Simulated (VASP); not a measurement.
# Pt (R-3m) in VASP: notebook

The runs below take Pt through single point, relaxation of cell and atoms, with PBE.

Program: VASP 6.6.1. These are calculated values, not measurements. Logs are shortened: lines on timing, memory, paths and dates and some standing lists are left out, and cuts for length are marked.

## 1. The cell of the first run

It takes space group R-3m (No. 166, trigonal). The conventional cell has a = 2.766 Å, b = 2.766 Å, c = 21.238 Å, α = 90.00°, β = 90.00°, γ = 120.00°. Pt (site symmetry -3m) has 12 Pt at 2.77 to 2.84 Å within 3.6 Å. Pt (site symmetry 3m) has 12 Pt at 2.77 to 2.87 Å within 3.6 Å.

## 2. Single point, PBE

File INCAR:

```
SYSTEM = Pt
  PREC = Accurate
  ENCUT = 520
  EDIFF = 1E-6
  ISMEAR = 0
  SIGMA = 0.1
  LREAL = .False.
  LASPH = .True.
  NELM = 60
  ALGO = Fast
  ISIF = 2
  LWAVE = .False.
  LCHARG = .True.
  GGA = PE
  LELF = .True.
  LVHAR = .True.
  NBANDS = 22
```

File KPOINTS:

```
regular mesh
0
Gamma
  6 6 6
  0 0 0
```

File POSCAR:

```
Pt
1.0
    1.3831721974      0.7985748405      7.0793010638
   -1.3831721974      0.7985748405      7.0793010638
    0.0000000000     -1.5971496811      7.0793010638
Pt
3
Direct
    0.0000000000      0.0000000000      0.0000000000
    0.2226677255      0.2226677255      0.2226677255
    0.7773322745      0.7773322745      0.7773322745
```

Potentials or basis: VASP PAW PBE potentials, release 64 (Pt).

Run with:

```
> cat potpaw_PBE.64/Pt/POTCAR > POTCAR
> mpirun -np 1 vasp_std > vasp.out
```

OUTCAR:

```text
SYSTEM = Pt
   PREC = Accurate
   ENCUT = 520
   EDIFF = 1E-6
   ISMEAR = 0
   LREAL = .False.
   LASPH = .True.
   NELM = 60
   ISIF = 2
   GGA = PE

 ion  position               nearest neighbor table
   1  0.000  0.000  0.000-   3 2.84   3 2.84   2 2.84   2 2.84   3 2.84   2 2.84
   2  0.223  0.223  0.223-   1 2.84   1 2.84   1 2.84   3 2.87   3 2.87   3 2.87
   3  0.777  0.777  0.777-   1 2.84   1 2.84   1 2.84   2 2.87   2 2.87   2 2.87

  LATTYP: Found a trigonal (rhomboedric) cell.
 ALAT       =     7.2572302330
 COS(alpha) =     0.9273491508

  Lattice vectors:

 A1 = (   1.3831721974,   0.7985748405,   7.0793010638)
 A2 = (  -1.3831721974,   0.7985748405,   7.0793010638)
 A3 = (   0.0000000000,  -1.5971496811,   7.0793010638)

Analysis of symmetry for initial positions (statically):
=====================================================================
 Subroutine PRICEL returns:
 Original cell was already a primitive cell.

 Routine SETGRP: Setting up the symmetry group for a
 trigonal (rhombohedral) supercell.

 Subroutine GETGRP returns: Found 12 space group operations
 (whereof 12 operations were pure point group operations)
 out of a pool of 12 trial point group operations.

The static configuration has the point symmetry D_3d.

Analysis of symmetry for dynamics (positions and initial velocities):
=====================================================================
 Subroutine PRICEL returns:
 Original cell was already a primitive cell.

 Routine SETGRP: Setting up the symmetry group for a
 trigonal (rhombohedral) supercell.

 Subroutine GETGRP returns: Found 12 space group operations
 (whereof 12 operations were pure point group operations)
 out of a pool of 12 trial point group operations.

The dynamic configuration has the point symmetry D_3d.

 Subroutine INISYM returns: Found 12 space group operations
 (whereof 12 operations are pure point group operations),
 and found     1 'primitive' translations

----------------------------------------------------------------------------------------

                                     Primitive cell

  volume of cell :      46.9174

  direct lattice vectors                    reciprocal lattice vectors
     1.383172197  0.798574841  7.079301064     0.361487891  0.208705131  0.047085628
    -1.383172197  0.798574841  7.079301064    -0.361487891  0.208705131  0.047085628
     0.000000000 -1.597149681  7.079301064     0.000000000 -0.417410262  0.047085628

  length of vectors
     7.257230233  7.257230233  7.257230233     0.420057595  0.420057595  0.420057595

  position of ions in fractional coordinates (direct lattice)
     0.000000000  0.000000000  0.000000000
     0.222667726  0.222667726  0.222667726
     0.777332274  0.777332274  0.777332274

  ion indices of the primitive-cell ions
   primitive index   ion index
                 1           1
                 2           2
                 3           3

----------------------------------------------------------------------------------------

 KPOINTS: regular mesh

Automatic generation of k-mesh.
 Grid dimensions read from file:
 generate k-points for:    6    6    6

 Generating k-lattice:

  Cartesian coordinates                     Fractional coordinates (reciprocal lattice)
     0.060247982  0.034784188  0.007847605     0.166666667  0.000000000  0.000000000
    -0.060247982  0.034784188  0.007847605     0.000000000  0.166666667  0.000000000
     0.000000000 -0.069568377  0.007847605     0.000000000  0.000000000  0.166666667

  Length of vectors
     0.070009599  0.070009599  0.070009599

  Shift w.r.t. Gamma in fractional coordinates (k-lattice)
     0.000000000  0.000000000  0.000000000

 Subroutine IBZKPT returns following result:
 ===========================================

 Found     32 irreducible k-points:

 Following reciprocal coordinates:
            Coordinates               Weight
  0.000000  0.000000  0.000000      1.000000
  0.166667  0.000000  0.000000      6.000000
  0.333333 -0.000000  0.000000      6.000000
  0.500000  0.000000  0.000000      3.000000
  0.166667  0.166667  0.000000      6.000000
  0.333333  0.166667  0.000000     12.000000
[... 16 lines left out ...]
  0.500000  0.500000  0.166667      6.000000
 -0.333333  0.500000  0.166667     12.000000
 [... further k-points ...]
   k-points           NKPTS =     32   k-points in BZ     NKDIM =     32   number of bands    NBANDS=     22
   number of dos      NEDOS =    301   number of ions     NIONS =      3
   total plane-waves  NPLWV = 157464
   dimension x,y,z NGX =    54 NGY =   54 NGZ =   54
   dimension x,y,z NGXF=   108 NGYF=  108 NGZF=  108
   ions per type =               3
   NGX,Y,Z   is equivalent  to a cutoff of  12.37, 12.37, 12.37 a.u.
   NGXF,Y,Z  is equivalent  to a cutoff of  24.74, 24.74, 24.74 a.u.
 SYSTEM =  Pt
   PREC   = accura    normal or accurate (medium, high low for compatibility)
   ISTART =      0    job   : 0-new  1-cont  2-samecut
   ICHARG =      2    charge: 1-file 2-atom 10-const
   ISPIN  =      1    spin polarized calculation?
   LNONCOLLINEAR =      F non collinear calculations
   LSORBIT =      F    spin-orbit coupling
   LASPH  =      T    aspherical Exc in radial PAW
   ENCUT  =  520.0 eV  38.22 Ry    6.18 a.u.  13.49 13.49 13.49*2*pi/ulx,y,z
   NELM   =     60;   NELMIN=  2; NELMDL= -5     # of ELM steps
   EDIFF  = 0.1E-05   stopping-criterion for ELM
   LREAL  =      F    real-space projection
   EDIFFG = 0.1E-04   stopping-criterion for IOM
   NSW    =      0    number of steps for IOM
[... 5 lines left out ...]
   TEBEG  =    0.0;   TEEND  =   0.0 temperature during run
   PSTRESS=    0.0 pullay stress
   NELECT =      30.0000    total number of electrons
   NUPDOWN=      -1.0000    fix difference up-down
   EMIN   =  10.00;   EMAX   =-10.00  energy-range for DOS
   EFERMI =   0.00;   METHOD = LEGACY
   ISMEAR =     0;   SIGMA  =   0.10  broadening in eV -4-tet -1-fermi 0-gaus
   EFERMI_NEDOS =   21; number of points for ismear=-14 and -15
   IALGO  =     68    algorithm
   IMIX   =      4    mixing-type and parameters
     AMIX     =   0.40;   BMIX     =  1.00
     AMIX_MAG =   1.60;   BMIX_MAG =  1.00
  volume/ion in A,a.u.               =      15.64       105.54
  Fermi-wavevector in a.u.,A,eV,Ry     =   1.410384  2.665240 27.064483  1.989183
  Thomas-Fermi vector in A             =   2.532343
   LORBIT       =      0    0 simple, 1 ext, 2 COOP (PROOUT), +10 PAW based schemes
   GGA     = PE    functional components
   LHFCALC =     F    Hartree Fock is set to
   AEXX    =    0.0000 exact exchange contribution
   IVDW    =     0    specifies the selected vdW correction
   LEPSILON=     F    determine dielectric tensor
   LRPA    =     F    only Hartree local field effects (RPA)
 non-spin polarized calculation
 RMM-DIIS sequential band-by-band and
 Gauss-broadening in eV      SIGMA  =   0.10
  energy-cutoff  :      520.00
  volume of cell :       46.92
 maximum number of plane-waves:      1281
 NGX is ok and might be reduce to    54
   NGX = 27   NGY = 27   NGZ = 27

 number of electron      30.0000002 magnetization

 Free energy of the ion-electron system (eV)
  ---------------------------------------------------
  ext. energy  EPLUGINS =         0.00000000
  ---------------------------------------------------
  free energy    TOTEN  =       -18.37367606 eV

  energy without entropy =      -18.35346220  energy(sigma->0) =      -18.36356913

 E-fermi :  10.5395     XC(G=0): -13.2712

 val. band max:       10.5331599344   @ k =   0.5000   0.1667  -0.0000
 cond. band min:      10.5473289377   @ k =  -0.3333   0.3333   0.3333
 fundamental gap:      0.0141690033
 Fermi energy:        10.5394857519

 k-point     1 :       0.0000    0.0000    0.0000
  band No.  band energies     occupation
      1       0.7643      2.00000
      2       3.2345      2.00000
      3       3.2382      2.00000
      4       6.6707      2.00000
      5       7.0149      2.00000
      6       7.0149      2.00000
[... 14 lines left out ...]
     21      25.3212      0.00000
     22      25.9023      0.00000

 k-point     2 :       0.1667    0.0000    0.0000
  band No.  band energies     occupation
      1       1.7261      2.00000
      2       3.9915      2.00000
      3       4.2101      2.00000
      4       6.0464      2.00000
      5       6.3257      2.00000
      6       6.5566      2.00000
[... 14 lines left out ...]
     21      25.7992      0.00000
     22      26.2709      0.00000

 k-point     3 :       0.3333   -0.0000    0.0000
  band No.  band energies     occupation
      1       3.5613      2.00000
      2       4.3124      2.00000
      3       4.7019      2.00000
      4       5.1493      2.00000
      5       5.4739      2.00000
      6       6.8194      2.00000
[... 14 lines left out ...]
     21      21.5953      0.00000
     22      23.2182      0.00000

 k-point     4 :       0.5000    0.0000    0.0000
  band No.  band energies     occupation
      1       3.7652      2.00000
      2       4.1731      2.00000
      3       4.2952      2.00000
      4       4.9358      2.00000
      5       5.0944      2.00000
      6       6.7092      2.00000
[... 14 lines left out ...]
     21      18.1167      0.00000
     22      23.0399      0.00000

 k-point     5 :       0.1667    0.1667    0.0000
  band No.  band energies     occupation
      1       1.7636      2.00000
      2       3.8972      2.00000
      3       4.2117      2.00000
      4       6.1495      2.00000
      5       6.2997      2.00000
      6       6.5016      2.00000
[... 417 lines left out ...]
 k-point    22 :      -0.1667    0.3333    0.1667
  band No.  band energies     occupation
      1       4.5179      2.00000
      2       4.6544      2.00000
      3       4.9591      2.00000
      4       5.3759      2.00000
      5       5.6597      2.00000
      6       6.4047      2.00000
[... 14 lines left out ...]
     21      20.0184      0.00000
     22      21.9639      0.00000

 k-point    23 :       0.5000    0.5000    0.1667
  band No.  band energies     occupation
      1       3.7736      2.00000
      2       3.9748      2.00000
      3       4.5359      2.00000
      4       5.3509      2.00000
      5       6.0057      2.00000
      6       6.1374      2.00000
[... 14 lines left out ...]
     21      21.1528      0.00000
     22      24.4036      0.00000

 k-point    24 :      -0.3333    0.5000    0.1667
  band No.  band energies     occupation
      1       4.4052      2.00000
      2       4.6882      2.00000
      3       4.9250      2.00000
      4       5.2882      2.00000
      5       5.9699      2.00000
      6       6.2315      2.00000
[... 14 lines left out ...]
     21      19.5751      0.00000
     22      20.3071      0.00000

 [... further k-points ...]

------------------------ aborting loop because EDIFF is reached ----------------------------------------

  FORCE on cell =-STRESS in cart. coord.  units (eV):
  Direction    XX          YY          ZZ          XY          YZ          ZX
  --------------------------------------------------------------------------------------
  -------------------------------------------------------------------------------------
  Total       -0.1174254     -0.1174254     -0.1691690      0.0000000      0.0000000      0.0000000
  in kB       -4.0099509     -4.0099509     -5.7769390      0.0000000      0.0000000      0.0000000
  external PRESSURE =      -4.5989470 kB  Pullay stress =       0.0000000 kB

 VOLUME and BASIS-vectors are now :
 -----------------------------------------------------------------------------
  energy-cutoff  :      520.00
  volume of cell :       46.92
      direct lattice vectors                 reciprocal lattice vectors
     1.383172197  0.798574841  7.079301064     0.361487891  0.208705131  0.047085628
    -1.383172197  0.798574841  7.079301064    -0.361487891  0.208705131  0.047085628
     0.000000000 -1.597149681  7.079301064     0.000000000 -0.417410262  0.047085628

 POSITION                                       TOTAL-FORCE (eV/Angst)
 -----------------------------------------------------------------------------------
      0.00000      0.00000      0.00000         0.000000      0.000000     -0.000000
      0.00000     -0.00000      4.72900         0.000000     -0.000000      0.001278
      0.00000     -0.00000     16.50891         0.000000      0.000000     -0.001278
 -----------------------------------------------------------------------------------
    total drift:                               -0.000000     -0.000000      0.000000

  FREE ENERGIE OF THE ION-ELECTRON SYSTEM (eV)
  ---------------------------------------------------
  free  energy   TOTEN  =       -18.3736760583 eV

  energy  without entropy=      -18.3534622043  energy(sigma->0) =      -18.36356913
```

Wall time 5.7 min (1 thread of Intel Xeon 8259CL, shared host); peak memory 0.38 GiB.

What came out:

| Item | Value |
| --- | --- |
| Free energy | -18.3737 eV |
| Pressure | -0.5 GPa |
| Band gap on the k mesh | zero (bands 15 and 16 overlap by 1.54 eV) |

Caveat: the k points lie up to 0.44 Å⁻¹ apart, too coarse for converged energies and pressures of a metal; spin-orbit coupling is left out, which moves the levels of the heavy elements.

## 3. Single point, PBE

This run uses another cell than the first one, of 15.71 Å³/atom.

File INCAR:

```
SYSTEM = Pt
  PREC = Accurate
  ENCUT = 520
  EDIFF = 1E-6
  ISMEAR = 0
  SIGMA = 0.1
  LREAL = .FALSE.
  LASPH = .TRUE.
  NELM = 80
  ALGO = Normal
  ISIF = 2
  LWAVE = .FALSE.
  LCHARG = .TRUE.
  GGA = PE
  LELF = .TRUE.
  LVHAR = .TRUE.
  NBANDS = 22
```

File KPOINTS:

```
Automatic mesh
0
G
  9 9 9
  0 0 0
```

File POSCAR:

```
Pt
1.0
    1.3839319157      0.7990134640      7.1047963171
   -1.3839319157      0.7990134640      7.1047963171
    0.0000000000     -1.5980269281      7.1047963171
Pt
3
Direct
    0.0000000000      0.0000000000      0.0000000000
    0.2226977580      0.2226977580      0.2226977580
    0.7773022420      0.7773022420      0.7773022420
```

Potentials or basis: VASP PAW PBE potentials, release 64 (Pt).

Run with:

```
> cat potpaw_PBE.64/Pt/POTCAR > POTCAR
> mpirun -np 1 vasp_std > vasp.out
```

OUTCAR:

```text
SYSTEM = Pt
   PREC = Accurate
   ENCUT = 520
   EDIFF = 1E-6
   ISMEAR = 0
   LREAL = .FALSE.
   LASPH = .TRUE.
   NELM = 80
   ISIF = 2
   GGA = PE

 ion  position               nearest neighbor table
   1  0.000  0.000  0.000-   3 2.85   2 2.85   3 2.85   3 2.85   2 2.85   2 2.85
   2  0.223  0.223  0.223-   1 2.85   1 2.85   1 2.85   3 2.87   3 2.87   3 2.87
   3  0.777  0.777  0.777-   1 2.85   1 2.85   1 2.85   2 2.87   2 2.87   2 2.87

  LATTYP: Found a trigonal (rhomboedric) cell.
 ALAT       =     7.2822950208
 COS(alpha) =     0.9277691198

[... 793 lines left out ...]

  FORCE on cell =-STRESS in cart. coord.  units (eV):
  Direction    XX          YY          ZZ          XY          YZ          ZX
  --------------------------------------------------------------------------------------
  -------------------------------------------------------------------------------------
  Total       -0.1873987     -0.1873987     -0.1325186      0.0000000      0.0000000      0.0000000
  in kB       -6.3695005     -6.3695005     -4.5041800      0.0000000      0.0000000      0.0000000
  external PRESSURE =      -5.7477270 kB  Pullay stress =       0.0000000 kB

 VOLUME and BASIS-vectors are now :
 -----------------------------------------------------------------------------
  energy-cutoff  :      520.00
  volume of cell :       47.14
      direct lattice vectors                 reciprocal lattice vectors
     1.383931916  0.799013464  7.104796317     0.361289450  0.208590561  0.046916663
    -1.383931916  0.799013464  7.104796317    -0.361289450  0.208590561  0.046916663
     0.000000000 -1.598026928  7.104796317     0.000000000 -0.417181122  0.046916663

 POSITION                                       TOTAL-FORCE (eV/Angst)
 -----------------------------------------------------------------------------------
      0.00000      0.00000      0.00000        -0.000000     -0.000000      0.000000
      0.00000     -0.00000      4.74667         0.000000      0.000000     -0.002820
      0.00000     -0.00000     16.56772         0.000000     -0.000000      0.002820
 -----------------------------------------------------------------------------------
    total drift:                                0.000000      0.000000      0.000000

  FREE ENERGIE OF THE ION-ELECTRON SYSTEM (eV)
  ---------------------------------------------------
  free  energy   TOTEN  =       -18.2171554725 eV

  energy  without entropy=      -18.1854404432  energy(sigma->0) =      -18.20129796
```

stdout:

```text
POSCAR found type information on POSCAR Pt
 POSCAR found :  1 types and       3 ions
 scaLAPACK will be used
 LDA part: xc-table for (Slater+PW92), standard interpolation
 POSCAR, INCAR and KPOINTS ok, starting setup
 FFT: planning ... GRIDC
 FFT: planning ... GRID_SOFT
 FFT: planning ... GRID
 WAVECAR not read
 entering main loop
```

Run time: 14 min. Hardware: 1 thread of Intel Xeon 8259CL, shared host; peak memory 0.43 GiB.

What came out:

```
Free energy            : -18.2172 eV
Pressure               : -0.6 GPa
Band gap on the k mesh : zero (bands 15 and 16 overlap by 1.51 eV)
```

Forces in eV/Å, atoms in the order of the input:
```
Pt   0.000  0.000  0.000
Pt   0.000  0.000 -0.003
Pt   0.000  0.000  0.003
```

Caveat: spin-orbit coupling is left out, which moves the levels of the heavy elements.

## 4. Single point, PBE

This run uses another cell than the first one, of 18.37 Å³/atom.

File INCAR:

```
SYSTEM = Pt
ALGO = Normal
EDIFF = 1E-6
ENCUT = 520
GGA = PE
ISIF = 2
ISMEAR = 0
LASPH = .TRUE.
LCHARG = .FALSE.
LREAL = .FALSE.
LWAVE = .FALSE.
NBANDS = 22
NELM = 100
PREC = Accurate
SIGMA = 0.1
```

File KPOINTS:

```
k-points
0
G
  9 9 9
  0 0 0
```

File POSCAR:

```
Pt
1.0
    1.4876971135      0.8589223289      7.1899468003
   -1.4876971135      0.8589223289      7.1899468003
    0.0000000000     -1.7178446580      7.1899468003
Pt
3
Direct
    0.0000000000      0.0000000000      0.0000000000
    0.2222200000      0.2222200000      0.2222200000
    0.7777800000      0.7777800000      0.7777800000
```

Run with:

```
> cat potpaw_PBE.64/Pt/POTCAR > POTCAR
> mpirun -np 1 vasp_std > vasp.out
```

Wall time 14 min (1 thread of Intel Xeon 8259CL, shared host); peak memory 0.45 GiB.

Results (log left out):

| Quantity | Value |
| --- | --- |
| Free energy | -17.4256 eV |
| Pressure | -25.0 GPa |
| Largest force | 0.145 eV/Å |
| Band gap on the k mesh | zero (bands 15 and 16 overlap by 1.17 eV) |

Forces on the atoms (eV/Å):
```
Pt   0.000  0.000  0.000
Pt   0.000  0.000  0.145
Pt   0.000  0.000 -0.145
```

Stress tensor (GPa, compression positive):
```
-26.13   0.00   0.00
  0.00 -26.13   0.00
  0.00   0.00 -22.89
```

Levels at points of the mesh, in eV from the Fermi level:
```csv
k point,band 12,band 13,band 14,band 15,band 16,band 17,band 18,band 19,band 20,band 21
"(0.00, 0.00, 0.00)",-2.25,-1.58,-1.58,-0.59,-0.59,-0.36,-0.36,9.15,9.20,14.62
```

Caveat: the cell stands under tension; spin-orbit coupling is left out, which moves the levels of the heavy elements.

(Part 1 of 2 ends here.)
